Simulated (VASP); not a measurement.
# Mg2Cd3Te5 (P1) in VASP: single point with PBE

Aim: the single point of Mg2Cd3Te5 with PBE.

Program: VASP 6.6.1. These are calculated values, not measurements. Logs are shortened: lines on timing, memory, paths and dates and some standing lists are left out, and cuts for length are marked.

## Step 1: The cell of the first run

The typed cell holds 10 atoms: a = 4.665 Å, b = 4.665 Å, c = 19.078 Å, α = 82.98°, β = 82.98°, γ = 60.00°.

## Step 2: Single point, PBE

Contents of INCAR:

```
ALGO = Normal ; EDIFF = 1E-6
ENCUT = 520 ; GGA = PE
ISIF = 2 ; ISMEAR = 0
LASPH = T ; LCHARG = F
LREAL = F ; LWAVE = F
NBANDS = 46 ; NELM = 80
PREC = Accurate ; SIGMA = 0.1
```

Contents of KPOINTS:

```
k-points
0
Gamma
  4 4 4
```

Contents of POSCAR:

```
Mg2Cd3Te5
1.0
   -2.3325975236      4.0396369111     -0.0001044808
   -4.6650710033      0.0000823350     -0.0001250748
   -2.3317397862      1.3461613917     18.8873349415
Mg Cd Te
2 3 5
Direct
    0.0004616113     -0.0012475002      0.9994297975
    0.2005339892      0.1996530261      0.3981518515
    0.3993386285      0.4009156179      0.8014851585
    0.8007645640      0.8019218248      0.5988919649
    0.5994818810      0.5993590913      0.2004836103
    0.3491547445      0.3475940682      0.9532852279
    0.7497761027      0.7512424191      0.7502411936
    0.1511553483      0.1522602430      0.5473695204
    0.5492054979      0.5483506353      0.3520556515
    0.9501276325      0.9499505745      0.1486060240
```

Potentials or basis: VASP PAW PBE potentials, release 64 (Mg, Cd, Te).

Run with:

```
cat potpaw_PBE.64/Mg/POTCAR potpaw_PBE.64/Cd/POTCAR potpaw_PBE.64/Te/POTCAR > POTCAR
mpirun -np 1 vasp_std > vasp.out
```

OUTCAR:

```text
EDIFF = 1E-6
   ENCUT = 520
   GGA = PE
   ISIF = 2
   ISMEAR = 0
   LASPH = T
   LREAL = F
   NELM = 80
   PREC = Accurate

 ion  position               nearest neighbor table
   1  0.000  0.999  0.999-  10 2.82   6 2.83   6 2.83   6 2.83
   2  0.201  0.200  0.398-   8 2.82   9 2.83   9 2.83   9 2.83
   3  0.399  0.401  0.801-   7 2.86   7 2.86   7 2.86   6 2.87
   4  0.801  0.802  0.599-   7 2.86   8 2.86   8 2.86   8 2.86
   5  0.599  0.599  0.200-   9 2.86  10 2.87  10 2.87  10 2.87
   6  0.349  0.348  0.953-   1 2.83   1 2.83   1 2.83   3 2.87
   7  0.750  0.751  0.750-   4 2.86   3 2.86   3 2.86   3 2.86
   8  0.151  0.152  0.547-   2 2.82   4 2.86   4 2.86   4 2.86
   9  0.549  0.548  0.352-   2 2.83   2 2.83   2 2.83   5 2.86
  10  0.950  0.950  0.149-   1 2.82   5 2.87   5 2.87   5 2.87

  LATTYP: Found a base centered monoclinic cell.
 ALAT       =    37.8709247695
 B/A-ratio  =     0.1231708403
 C/A-ratio  =     0.5037710394
 COS(beta)  =    -0.9774380489

  Lattice vectors:

 A1 = (  -0.0008577374,   2.6934755194, -18.8874394223)
 A2 = (  -2.3333312171,  -1.3460790567, -18.8874600163)
 A3 = (  -2.3317397862,   1.3461613917,  18.8873349415)

Analysis of symmetry for initial positions (statically):
=====================================================================
 Subroutine PRICEL returns:
 Original cell was already a primitive cell.

 Routine SETGRP: Setting up the symmetry group for a
 base centered monoclinic supercell.

 Subroutine GETGRP returns: Found  1 space group operations
 (whereof  1 operations were pure point group operations)
 out of a pool of  4 trial point group operations.

The static configuration has the point symmetry C_1 .

Analysis of symmetry for dynamics (positions and initial velocities):
=====================================================================
 Subroutine PRICEL returns:
 Original cell was already a primitive cell.

 Routine SETGRP: Setting up the symmetry group for a
 base centered monoclinic supercell.

 Subroutine GETGRP returns: Found  1 space group operations
 (whereof  1 operations were pure point group operations)
 out of a pool of  4 trial point group operations.

The dynamic configuration has the point symmetry C_1 .

 Subroutine INISYM returns: Found  1 space group operations
 (whereof  1 operations are pure point group operations),
 and found     1 'primitive' translations

----------------------------------------------------------------------------------------

                                     Primitive cell

  volume of cell :     355.9333

  direct lattice vectors                    reciprocal lattice vectors
    -2.332597524  4.039636911 -0.000104481     0.000004842  0.247549340 -0.017643044
    -4.665071003  0.000082335 -0.000125075    -0.214360721 -0.123778236 -0.017641872
    -2.331739786  1.346161392 18.887334942    -0.000001420  0.000000550  0.052945318

  length of vectors
     4.664726958  4.665071006 19.078275135     0.248177261  0.248158832  0.052945318

  position of ions in fractional coordinates (direct lattice)
     0.000461611  0.998752500  0.999429797
     0.200533989  0.199653026  0.398151852
     0.399338628  0.400915618  0.801485159
     0.800764564  0.801921825  0.598891965
     0.599481881  0.599359091  0.200483610
     0.349154744  0.347594068  0.953285228
     0.749776103  0.751242419  0.750241194
     0.151155348  0.152260243  0.547369520
     0.549205498  0.548350635  0.352055652
     0.950127632  0.949950575  0.148606024

  ion indices of the primitive-cell ions
   primitive index   ion index
                 1           1
                 2           2
                 3           3
                 4           4
                 5           5
                 6           6
                 7           7
                 8           8
                 9           9
                10          10

----------------------------------------------------------------------------------------

 KPOINTS: k-points

Automatic generation of k-mesh.
 Grid dimensions read from file:
 generate k-points for:    4    4    4

 Generating k-lattice:

  Cartesian coordinates                     Fractional coordinates (reciprocal lattice)
     0.000001211  0.061887335 -0.004410761     0.250000000  0.000000000  0.000000000
    -0.053590180 -0.030944559 -0.004410468    -0.000000000  0.250000000  0.000000000
    -0.000000355  0.000000137  0.013236329    -0.000000000  0.000000000  0.250000000

  Length of vectors
     0.062044315  0.062039708  0.013236329

  Shift w.r.t. Gamma in fractional coordinates (k-lattice)
     0.000000000  0.000000000  0.000000000

 Subroutine IBZKPT returns following result:
 ===========================================

 Found     36 irreducible k-points:

 Following reciprocal coordinates:
            Coordinates               Weight
  0.000000  0.000000  0.000000      1.000000
  0.250000 -0.000000  0.000000      2.000000
  0.500000 -0.000000  0.000000      1.000000
 -0.000000  0.250000  0.000000      2.000000
  0.250000  0.250000  0.000000      2.000000
  0.500000  0.250000  0.000000      2.000000
[... 16 lines left out ...]
 -0.000000 -0.250000  0.250000      2.000000
  0.250000 -0.250000  0.250000      2.000000
 [... further k-points ...]
   k-points           NKPTS =     36   k-points in BZ     NKDIM =     36   number of bands    NBANDS=     46
   number of dos      NEDOS =    301   number of ions     NIONS =     10
   total plane-waves  NPLWV = 186624
   dimension x,y,z NGX =    36 NGY =   36 NGZ =  144
   dimension x,y,z NGXF=    72 NGYF=   72 NGZF=  288
   ions per type =               2   3   5
   NGX,Y,Z   is equivalent  to a cutoff of  12.83, 12.83, 12.55 a.u.
   NGXF,Y,Z  is equivalent  to a cutoff of  25.66, 25.66, 25.10 a.u.
 SYSTEM =  unknown system
   PREC   = accura    normal or accurate (medium, high low for compatibility)
   ISTART =      0    job   : 0-new  1-cont  2-samecut
   ICHARG =      2    charge: 1-file 2-atom 10-const
   ISPIN  =      1    spin polarized calculation?
   LNONCOLLINEAR =      F non collinear calculations
   LSORBIT =      F    spin-orbit coupling
   LASPH  =      T    aspherical Exc in radial PAW
   ENCUT  =  520.0 eV  38.22 Ry    6.18 a.u.   8.67  8.67 35.47*2*pi/ulx,y,z
   NELM   =     80;   NELMIN=  2; NELMDL= -5     # of ELM steps
   EDIFF  = 0.1E-05   stopping-criterion for ELM
   LREAL  =      F    real-space projection
   EDIFFG = 0.1E-04   stopping-criterion for IOM
   NSW    =      0    number of steps for IOM
   IBRION =     -1    ionic relax: 0-MD 1-quasi-New 2-CG
   NFREE  =      0    steps in history (QN), initial steepest desc. (CG)
   ISIF   =      2    stress and relaxation
   ISYM   =      2    0-nonsym 1-usesym 2-fastsym
   POTIM  = 0.5000    time-step for ionic-motion
   TEBEG  =    0.0;   TEEND  =   0.0 temperature during run
   PSTRESS=    0.0 pullay stress
   NELECT =      70.0000    total number of electrons
   NUPDOWN=      -1.0000    fix difference up-down
   EMIN   =  10.00;   EMAX   =-10.00  energy-range for DOS
   EFERMI =   0.00;   METHOD = LEGACY
   ISMEAR =     0;   SIGMA  =   0.10  broadening in eV -4-tet -1-fermi 0-gaus
   EFERMI_NEDOS =   21; number of points for ismear=-14 and -15
   IALGO  =     38    algorithm
   IMIX   =      4    mixing-type and parameters
     AMIX     =   0.40;   BMIX     =  1.00
     AMIX_MAG =   1.60;   BMIX_MAG =  1.00
  volume/ion in A,a.u.               =      35.59       240.20
  Fermi-wavevector in a.u.,A,eV,Ry     =   0.952031  1.799079 12.331830  0.906364
  Thomas-Fermi vector in A             =   2.080557
   LORBIT       =      0    0 simple, 1 ext, 2 COOP (PROOUT), +10 PAW based schemes
   GGA     = PE    functional components
   LHFCALC =     F    Hartree Fock is set to
   AEXX    =    0.0000 exact exchange contribution
   IVDW    =     0    specifies the selected vdW correction
   LEPSILON=     F    determine dielectric tensor
   LRPA    =     F    only Hartree local field effects (RPA)
 non-spin polarized calculation
 Gauss-broadening in eV      SIGMA  =   0.10
  energy-cutoff  :      520.00
  volume of cell :      355.93
 maximum number of plane-waves:      9610
 NGX is ok and might be reduce to    36
   NGX = 17   NGY = 17   NGZ = 71

 number of electron      69.9999997 magnetization

 Free energy of the ion-electron system (eV)
  ---------------------------------------------------
  ext. energy  EPLUGINS =         0.00000000
  ---------------------------------------------------
  free energy    TOTEN  =       -27.11900934 eV

  energy without entropy =      -27.11900934  energy(sigma->0) =      -27.11900934

 E-fermi :   2.3138     XC(G=0):  -8.0860

 val. band max:        1.8582450253   @ k =   0.0000   0.0000   0.0000
 cond. band min:       2.9117913859   @ k =   0.0000   0.0000   0.0000
 fundamental gap:      1.0535463607
 Fermi energy:         2.3138251778

 k-point     1 :       0.0000    0.0000    0.0000
  band No.  band energies     occupation
      1      -8.7905      2.00000
      2      -8.6660      2.00000
      3      -8.6270      2.00000
      4      -8.3913      2.00000
      5      -8.3381      2.00000
      6      -6.1111      2.00000
[... 38 lines left out ...]
     45       6.9992      0.00000
     46       7.0060      0.00000

 k-point     2 :       0.2500   -0.0000    0.0000
  band No.  band energies     occupation
      1      -8.6284      2.00000
      2      -8.5292      2.00000
      3      -8.4796      2.00000
      4      -8.2813      2.00000
      5      -8.2379      2.00000
      6      -6.0782      2.00000
[... 38 lines left out ...]
     45       7.1049      0.00000
     46       7.1643      0.00000

 k-point     3 :       0.5000   -0.0000    0.0000
  band No.  band energies     occupation
      1      -8.4747      2.00000
      2      -8.3638      2.00000
      3      -8.3480      2.00000
      4      -8.1494      2.00000
      5      -8.1373      2.00000
      6      -6.0520      2.00000
[... 38 lines left out ...]
     45       7.0521      0.00000
     46       7.1345      0.00000

 k-point     4 :      -0.0000    0.2500    0.0000
  band No.  band energies     occupation
      1      -8.6285      2.00000
      2      -8.5293      2.00000
      3      -8.4797      2.00000
      4      -8.2813      2.00000
      5      -8.2379      2.00000
      6      -6.0783      2.00000
[... 920 lines left out ...]
     45       6.7267      0.00000
     46       7.3178      0.00000

 k-point    23 :      -0.0000   -0.2500    0.2500
  band No.  band energies     occupation
      1      -8.6245      2.00000
      2      -8.5458      2.00000
      3      -8.4632      2.00000
      4      -8.2902      2.00000
      5      -8.2329      2.00000
      6      -6.0783      2.00000
[... 38 lines left out ...]
     45       7.0987      0.00000
     46       7.1792      0.00000

 k-point    24 :       0.2500   -0.2500    0.2500
  band No.  band energies     occupation
      1      -8.4759      2.00000
      2      -8.3672      2.00000
      3      -8.3489      2.00000
      4      -8.1487      2.00000
      5      -8.1382      2.00000
      6      -6.0522      2.00000
[... 38 lines left out ...]
     45       6.9423      0.00000
     46       7.3058      0.00000

 [... further k-points ...]
[... 5 lines left out ...]
  --------------------------------------------------------------------------------------
  -------------------------------------------------------------------------------------
  Total        0.1362656      0.1458134      0.1259862      0.0017009      0.0023522     -0.0024936
  in kB        0.6133778      0.6563557      0.5671069      0.0076561      0.0105881     -0.0112244
  external PRESSURE =       0.6122801 kB  Pullay stress =       0.0000000 kB

 VOLUME and BASIS-vectors are now :
 -----------------------------------------------------------------------------
  energy-cutoff  :      520.00
  volume of cell :      355.93
      direct lattice vectors                 reciprocal lattice vectors
    -2.332597524  4.039636911 -0.000104481     0.000004842  0.247549340 -0.017643044
    -4.665071003  0.000082335 -0.000125075    -0.214360721 -0.123778236 -0.017641872
    -2.331739786  1.346161392 18.887334942    -0.000001420  0.000000550  0.052945318

 POSITION                                       TOTAL-FORCE (eV/Angst)
 -----------------------------------------------------------------------------------
     -6.99074      1.34734     18.87644        -0.001884     -0.000065      0.002847
     -2.32755      1.34608      7.51998        -0.001760      0.000342      0.004956
     -4.67065      2.69214     15.13783         0.001488      0.000851      0.005891
     -7.00534      4.04107     11.31129         0.002393     -0.001058     -0.000275
     -4.66188      2.69162      3.78646         0.000240      0.000349     -0.003625
     -4.65880      2.69376     18.00494        -0.001502     -0.000687      0.012800
     -7.00289      4.03883     14.16988         0.000713     -0.000048     -0.004298
     -2.33921      1.34747     10.33832         0.001155      0.000308     -0.019052
     -4.66007      2.69256      6.64927        -0.001269     -0.000163      0.014816
     -6.99436      4.03830      2.80655         0.000425      0.000171     -0.014060
 -----------------------------------------------------------------------------------
    total drift:                                0.000250     -0.000213      0.003116

  FREE ENERGIE OF THE ION-ELECTRON SYSTEM (eV)
  ---------------------------------------------------
  free  energy   TOTEN  =       -27.1190093356 eV

  energy  without entropy=      -27.1190093355  energy(sigma->0) =      -27.11900934
```

It took 8.1 min on 1 thread of AMD EPYC 9R45 (Zen 5), shared host; peak memory 0.74 GiB.

Results:

| Property | Result |
| --- | --- |
| Free energy | -27.1190 eV |
| Pressure | 0.1 GPa |
| Largest force | 0.019 eV/Å |
| Band gap on the k mesh | 1.05 eV, direct |

Forces in eV/Å, atoms in the order of the input:
```
Mg  -0.002  0.000  0.003
Mg  -0.002  0.000  0.005
Cd   0.001  0.001  0.006
Cd   0.002 -0.001  0.000
Cd   0.000  0.000 -0.004
Te  -0.002 -0.001  0.013
Te   0.001  0.000 -0.004
Te   0.001  0.000 -0.019
Te  -0.001  0.000  0.015
Te   0.000  0.000 -0.014
```

Caveat: spin-orbit coupling is left out, which moves the levels of the heavy elements.
